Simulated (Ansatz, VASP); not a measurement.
**Mg: VASP beside Ansatz**

Contents of INCAR:

```
SYSTEM = Mg
PREC     = Accurate       ! precision mode
ENCUT    = 600            ! plane-wave cutoff, eV
EDIFF    = 1E-6           ! SCF threshold, eV
ISMEAR   = 0              ! smearing method
SIGMA    = 0.1            ! smearing width, eV
LREAL    = .False.        ! projectors in reciprocal space
LASPH    = .True.         ! aspherical terms in the spheres
NELM     = 120            ! most SCF steps
ALGO     = Normal         ! electronic algorithm
ISIF     = 2              ! what is computed and relaxed
LWAVE    = .False.        ! write WAVECAR
LCHARG   = .False.        ! write CHGCAR
GGA      = PE             ! functional
NBANDS   = 7              ! bands
GGA_COMPAT= .False.
```

File KPOINTS:

```
regular mesh
0
Gamma
  10 10 10
  0 0 0
```

POSCAR

```
Mg
1.0
   -1.8359916300      1.8359916300      1.6794040200
    1.8359916300     -1.8359916300      1.6794040200
    1.8359916300      1.8359916300     -1.6794040200
Mg
1
Direct
    0.0000000000      0.0000000000      0.0000000000
```

Input for Ansatz:

```yaml
crystal:
  lattice:
    - [-1.83599163, 1.83599163, 1.67940402]
    - [1.83599163, -1.83599163, 1.67940402]
    - [1.83599163, 1.83599163, -1.67940402]
  atoms:
    - { symbol: Mg, position: [0.0, 0.0, 0.0] }
basis:
  ecutwfc: 420
kpoints:
  mp_grid: { grid: [10, 10, 10] }
hamiltonian:
  xc: pbe
scf:
  occupations: { method: gaussian, width: 0.1 }
  n_extra_bands: 20
  self_checks: high
output:
  forces: true
  stress: true
  eigenvalues: true
```

Alike in both runs: task single point; functional PBE; k mesh 10 × 10 × 10; occupations gaussian, width 0.1 eV; no spin polarisation.

```csv
,VASP,Ansatz
version,VASP 6.6.1,Ansatz 0.2.0
potentials or method,"VASP PAW PBE potentials, release 64 (Mg), cutoff 600 eV","scalar-relativistic, plane waves, PAW"
valence electrons in the cell,2,10
```

|  | VASP | Ansatz | Ansatz less VASP |
| --- | --- | --- | --- |
| gap on the k mesh at the Fermi level (eV) | none | none | - |
| pressure (GPa) | 0.5 | 0.6 | +0.12 |
| traceless stress, the component that is largest in VASP (GPa) | 0.90 | 0.90 | +0.008 |

A gap of «none» marks a metal or a gap that the smearing closes. With one functional, cell and mesh, what is left measures potentials, basis and numerics. VASP's potentials hold 2 valence electrons a cell and Ansatz's 10, so a difference there can come from the potentials and not from the codes.
